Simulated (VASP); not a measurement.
# AgI (P6_3mc) in VASP: a series of runs, part 2 of 2

VASP 6.6.1. The steps go on from the part before.

### Step 3. Single point, PBE

The input, INCAR:

```
PREC = Accurate ; ENCUT = 500
EDIFF = 1E-6 ; ISMEAR = 0
SIGMA = 0.02 ; LREAL = False
LASPH = True ; NELM = 120
ALGO = Normal ; ISIF = 2
LWAVE = False ; LCHARG = False
GGA = PE ; NBANDS = 26
GGA_COMPAT = False
```

The input, KPOINTS:

```
Automatic mesh
0
Gamma
  6 6 4
```

The input, POSCAR:

```
AgI
1.0
    4.6858638363      0.0000000000      0.0000000000
   -2.3429319181      4.0580771209      0.0000000000
    0.0000000000      0.0000000000      7.6644527230
Ag I
2 2
Direct
    0.6666666667      0.3333333333      0.6276573162
    0.3333333333      0.6666666667      0.1276573162
    0.6666666667      0.3333333333      0.0023426838
    0.3333333333      0.6666666667      0.5023426838
```

Potentials or basis: VASP PAW PBE potentials, release 64 (Ag, I).

Launch:

```
> cat potpaw_PBE.64/Ag/POTCAR potpaw_PBE.64/I/POTCAR > POTCAR
> mpirun -np 1 vasp_std > vasp.out
```

Run time: 40 s. Hardware: 1 thread of Intel Xeon 6975P-C (Granite Rapids), shared host; peak memory 0.28 GiB.

The run converged. Its results:

```yaml
Free_energy: -9.5804 eV
Pressure: -0.1 GPa
Band_gap_on_the_k_mesh: 1.37 eV
```

Levels at points of the mesh, in eV from the valence-band top:
```csv
k point,band 15,band 16,band 17,band 18,band 19,band 20,band 21,band 22
"(0.00, 0.00, 0.00)",-0.63,-0.06,0.00,0.00,1.37,2.67,5.85,5.85
"(0.50, 0.00, 0.00)",-1.98,-1.59,-0.91,-0.63,3.31,3.65,4.90,5.79
"(0.00, 0.00, 0.50)",-0.33,-0.33,-0.33,-0.33,2.64,2.64,5.65,5.65
"(0.50, 0.00, 0.50)",-1.11,-1.11,-1.11,-1.11,3.30,3.30,4.94,4.94
```

Caveat: spin-orbit coupling is left out, which moves the levels of the heavy elements. PBE gaps usually lie below the measured ones, often by a third to a half.

### Step 4. Single point, PBE (37.53 Å³/atom)

This run uses another cell than the first one, of 37.53 Å³/atom.

The input, INCAR:

```
ALGO = Normal
EDIFF = 1E-6
ENCUT = 500
GGA = PE
GGA_COMPAT = F
ISIF = 2
ISMEAR = 0
LASPH = T
LCHARG = F
LREAL = F
LWAVE = F
NBANDS = 26
NELM = 120
PREC = Accurate
SIGMA = 0.02
```

The input, KPOINTS:

```
k-points
0
Gamma
  6 6 4
```

The input, POSCAR:

```
AgI
1.0
    4.7322615452      0.0000000000      0.0000000000
   -2.3661307726      4.0982587155      0.0000000000
    0.0000000000      0.0000000000      7.7403433291
Ag I
2 2
Direct
    0.6666666667      0.3333333333      0.6276573162
    0.3333333333      0.6666666667      0.1276573162
    0.6666666667      0.3333333333      0.0023426838
    0.3333333333      0.6666666667      0.5023426838
```

Potentials or basis: VASP PAW PBE potentials, release 64 (Ag, I).

Launch:

```
> cat potpaw_PBE.64/Ag/POTCAR potpaw_PBE.64/I/POTCAR > POTCAR
> mpirun -np 1 vasp_std > vasp.out
```

OUTCAR:

```text
EDIFF = 1E-6
   ENCUT = 500
   GGA = PE
   ISIF = 2
   ISMEAR = 0
   LASPH = T
   LREAL = F
   NELM = 120
   PREC = Accurate

 ion  position               nearest neighbor table
   1  0.667  0.333  0.628-   4 2.90   4 2.90   4 2.90   3 2.90
   2  0.333  0.667  0.128-   3 2.90   3 2.90   3 2.90   4 2.90
   3  0.667  0.333  0.002-   2 2.90   2 2.90   2 2.90   1 2.90
   4  0.333  0.667  0.502-   1 2.90   1 2.90   1 2.90   2 2.90

  LATTYP: Found a hexagonal cell.
 ALAT       =     4.7322615452
 C/A-ratio  =     1.6356541698

  Lattice vectors:

 A1 = (   4.7322615452,   0.0000000000,   0.0000000000)
 A2 = (  -2.3661307726,   4.0982587155,   0.0000000000)
 A3 = (   0.0000000000,   0.0000000000,   7.7403433291)

Analysis of symmetry for initial positions (statically):
=====================================================================
 Subroutine PRICEL returns:
 Original cell was already a primitive cell.

 Routine SETGRP: Setting up the symmetry group for a
 hexagonal supercell.
[... 166 lines left out ...]
  free energy    TOTEN  =        -9.56924788 eV

  energy without entropy =       -9.56924788  energy(sigma->0) =       -9.56924788

 E-fermi :   2.2832     XC(G=0):  -8.0101

 val. band max:        2.1577147974   @ k =   0.0000   0.0000   0.0000
 cond. band min:       3.5271892056   @ k =   0.0000   0.0000   0.0000
 fundamental gap:      1.3694744082
 Fermi energy:         2.2832289355

 k-point     1 :       0.0000    0.0000    0.0000
  band No.  band energies     occupation
      1     -10.1720      2.00000
      2      -9.9479      2.00000
      3      -1.5306      2.00000
      4      -1.5262      2.00000
      5      -1.5262      2.00000
      6      -1.4113      2.00000
[... 598 lines left out ...]
     25      10.3773      0.00000
     26      10.3865      0.00000

------------------------ aborting loop because EDIFF is reached ----------------------------------------

  FORCE on cell =-STRESS in cart. coord.  units (eV):
  Direction    XX          YY          ZZ          XY          YZ          ZX
  --------------------------------------------------------------------------------------
  -------------------------------------------------------------------------------------
  Total       -0.7726341     -0.7726341     -0.7761422      0.0000000      0.0000000     -0.0000000
  in kB       -8.2462429     -8.2462429     -8.2836842      0.0000000      0.0000000     -0.0000000
  external PRESSURE =      -8.2587233 kB  Pullay stress =       0.0000000 kB

 VOLUME and BASIS-vectors are now :
 -----------------------------------------------------------------------------
  energy-cutoff  :      500.00
  volume of cell :      150.12
      direct lattice vectors                 reciprocal lattice vectors
     4.732261545  0.000000000  0.000000000     0.211315455  0.122003035  0.000000000
    -2.366130773  4.098258716  0.000000000     0.000000000  0.244006069  0.000000000
     0.000000000  0.000000000  7.740343329     0.000000000  0.000000000  0.129193236

 POSITION                                       TOTAL-FORCE (eV/Angst)
 -----------------------------------------------------------------------------------
      2.36613      1.36609      4.85828         0.000000     -0.000000     -0.002911
     -0.00000      2.73217      0.98811        -0.000000      0.000000     -0.002911
      2.36613      1.36609      0.01813         0.000000     -0.000000      0.002911
     -0.00000      2.73217      3.88830        -0.000000      0.000000      0.002911
 -----------------------------------------------------------------------------------
    total drift:                               -0.000000      0.000000      0.001660

  FREE ENERGIE OF THE ION-ELECTRON SYSTEM (eV)
  ---------------------------------------------------
  free  energy   TOTEN  =        -9.5692478816 eV

  energy  without entropy=       -9.5692478816  energy(sigma->0) =       -9.56924788
```

stdout:

```text
POSCAR found type information on POSCAR AgI
 POSCAR found :  2 types and       4 ions
 scaLAPACK will be used
 LDA part: xc-table for (Slater+PW92), standard interpolation
 POSCAR, INCAR and KPOINTS ok, starting setup
 FFT: planning ... GRIDC
 FFT: planning ... GRID_SOFT
 FFT: planning ... GRID
 WAVECAR not read
 entering main loop
```

It took 38 s on 1 thread of Intel Xeon 6975P-C (Granite Rapids), shared host; peak memory 0.28 GiB.

Results:

```
Free energy            : -9.5692 eV
Pressure               : -0.8 GPa
Band gap on the k mesh : 1.37 eV
```

Forces in eV/Å, atoms in the order of the input:
```
Ag   0.000  0.000 -0.003
Ag   0.000  0.000 -0.003
I    0.000  0.000  0.003
I    0.000  0.000  0.003
```

Caveat: spin-orbit coupling is left out, which moves the levels of the heavy elements.

### Step 5. Single point, PBE (38.62 Å³/atom)

This run uses another cell than the first one, of 38.62 Å³/atom.

The input, INCAR:

```
SYSTEM = AgI
PREC = Accurate
ENCUT = 500
EDIFF = 1E-6
ISMEAR = 0
SIGMA = 0.02
LREAL = .FALSE.
LASPH = .TRUE.
NELM = 120
ALGO = Normal
ISIF = 2
LWAVE = .FALSE.
LCHARG = .FALSE.
GGA = PE
NBANDS = 26
GGA_COMPAT = .FALSE.
```

The input, KPOINTS:

```
regular mesh
0
G
  6 6 4
  0 0 0
```

The input, POSCAR:

```
AgI
1.0
    4.7777668516      0.0000000000      0.0000000000
   -2.3888834258      4.1376674668      0.0000000000
    0.0000000000      0.0000000000      7.8147742733
Ag I
2 2
Direct
    0.6666666667      0.3333333333      0.6276573162
    0.3333333333      0.6666666667      0.1276573162
    0.6666666667      0.3333333333      0.0023426838
    0.3333333333      0.6666666667      0.5023426838
```

Potentials or basis: VASP PAW PBE potentials, release 64 (Ag, I).

Launch:

```
> cat potpaw_PBE.64/Ag/POTCAR potpaw_PBE.64/I/POTCAR > POTCAR
> mpirun -np 1 vasp_std > vasp.out
```

OUTCAR:

```text
SYSTEM = AgI
   PREC = Accurate
   ENCUT = 500
   EDIFF = 1E-6
   ISMEAR = 0
   LREAL = .FALSE.
   LASPH = .TRUE.
   NELM = 120
   ISIF = 2
   GGA = PE

 ion  position               nearest neighbor table
   1  0.667  0.333  0.628-   4 2.93   4 2.93   4 2.93   3 2.93
   2  0.333  0.667  0.128-   3 2.93   3 2.93   3 2.93   4 2.93
   3  0.667  0.333  0.002-   2 2.93   2 2.93   2 2.93   1 2.93
   4  0.333  0.667  0.502-   1 2.93   1 2.93   1 2.93   2 2.93

  LATTYP: Found a hexagonal cell.
 ALAT       =     4.7777668516
 C/A-ratio  =     1.6356541698
[... 803 lines left out ...]
  Direction    XX          YY          ZZ          XY          YZ          ZX
  --------------------------------------------------------------------------------------
  -------------------------------------------------------------------------------------
  Total       -1.2920866     -1.2920866     -1.3023936      0.0000000      0.0000000      0.0000000
  in kB      -13.4000137    -13.4000137    -13.5069053      0.0000000      0.0000000      0.0000000
  external PRESSURE =     -13.4356442 kB  Pullay stress =       0.0000000 kB

 VOLUME and BASIS-vectors are now :
 -----------------------------------------------------------------------------
  energy-cutoff  :      500.00
  volume of cell :      154.49
      direct lattice vectors                 reciprocal lattice vectors
     4.777766852  0.000000000  0.000000000     0.209302804  0.120841030  0.000000000
    -2.388883426  4.137667467  0.000000000     0.000000000  0.241682061  0.000000000
     0.000000000  0.000000000  7.814774273     0.000000000  0.000000000  0.127962749

 POSITION                                       TOTAL-FORCE (eV/Angst)
 -----------------------------------------------------------------------------------
      2.38888      1.37922      4.90500         0.000000      0.000000     -0.004148
     -0.00000      2.75844      0.99761        -0.000000      0.000000     -0.004148
      2.38888      1.37922      0.01831        -0.000000      0.000000      0.004148
     -0.00000      2.75844      3.92569         0.000000     -0.000000      0.004148
 -----------------------------------------------------------------------------------
    total drift:                               -0.000000     -0.000000      0.001316

  FREE ENERGIE OF THE ION-ELECTRON SYSTEM (eV)
  ---------------------------------------------------
  free  energy   TOTEN  =        -9.5406761693 eV

  energy  without entropy=       -9.5406761693  energy(sigma->0) =       -9.54067617
```

Wall time 46 s (1 thread of Intel Xeon 6975P-C (Granite Rapids), shared host); peak memory 0.29 GiB.

What came out:

```
Free energy            : -9.5407 eV
Pressure               : -1.3 GPa
Largest force          : 0.004 eV/Å
Band gap on the k mesh : 1.37 eV
```

Forces on the atoms (eV/Å):
```
Ag   0.000  0.000 -0.004
Ag   0.000  0.000 -0.004
I    0.000  0.000  0.004
I    0.000  0.000  0.004
```

Caveat: spin-orbit coupling is left out, which moves the levels of the heavy elements.

### Step 6. Single point, PBE

This run uses another cell than the first one, of 38.62 Å³/atom.

The input, INCAR:

```
PREC = Accurate
ENCUT = 500
EDIFF = 1E-6
ISMEAR = -4
SIGMA = 0.02
LREAL = F
LASPH = T
NELM = 120
ALGO = Normal
ISIF = 2
LWAVE = F
LCHARG = F
GGA = PE
NBANDS = 26
GGA_COMPAT = F
```

The input, KPOINTS:

```
Automatic mesh
0
Gamma
  6 6 4
```

POSCAR is that of step 5.

Potentials or basis: VASP PAW PBE potentials, release 64 (Ag, I).

Launch:

```
> cat potpaw_PBE.64/Ag/POTCAR potpaw_PBE.64/I/POTCAR > POTCAR
> mpirun -np 1 vasp_std > vasp.out
```

It took 38 s on 1 thread of Intel Xeon 6975P-C (Granite Rapids), shared host; peak memory 0.29 GiB.

Results (log left out):

* Free energy: -9.5407 eV
* Pressure: -1.3 GPa
* Largest force: 0.004 eV/Å
* Band gap on the k mesh: 1.37 eV

Forces in eV/Å, atoms in the order of the input:
```
Ag   0.000  0.000 -0.004
Ag   0.000  0.000 -0.004
I    0.000  0.000  0.004
I    0.000  0.000  0.004
```

Levels at points of the mesh, in eV from the valence-band top:
| k point | band 16 | band 17 | band 18 | band 19 | band 20 | band 21 |
| --- | --- | --- | --- | --- | --- | --- |
| (0.00, 0.00, 0.00) | -0.05 | 0.00 | 0.00 | 1.37 | 2.70 | 5.93 |
| (0.50, 0.00, 0.00) | -1.42 | -0.81 | -0.56 | 3.28 | 3.69 | 4.99 |
| (0.00, 0.00, 0.50) | -0.29 | -0.29 | -0.29 | 2.61 | 2.61 | 5.66 |
| (0.50, 0.00, 0.50) | -0.99 | -0.99 | -0.99 | 3.32 | 3.32 | 5.00 |

Caveat: spin-orbit coupling is left out, which moves the levels of the heavy elements.

### Step 7. The runs side by side

```csv
cell,smearing,gap on the mesh (eV),pressure (GPa)
"a = 4.686, b = 4.686, c = 7.664 Å, angles 90.0, 90.0, 120.0°, 4 atoms",gaussian 0.02 eV,1.37,-0.1
"a = 4.732, b = 4.732, c = 7.740 Å, angles 90.0, 90.0, 120.0°, 4 atoms",gaussian 0.02 eV,1.37,-0.8
"a = 4.778, b = 4.778, c = 7.815 Å, angles 90.0, 90.0, 120.0°, 4 atoms",gaussian 0.02 eV,1.37,-1.3
"a = 4.778, b = 4.778, c = 7.815 Å, angles 90.0, 90.0, 120.0°, 4 atoms",tetrahedron,1.37,-1.3
```

Alike in all rows: task single point; level PBE; potentials or basis VASP PAW PBE potentials, release 64 (Ag, I); no spin polarisation; k mesh 6 × 6 × 4; cutoff (eV) 500.

Caveats: spin-orbit coupling is left out, which moves the levels of the heavy elements.

Total energies depend on the potentials used, so only differences within one code and one set of settings carry meaning.
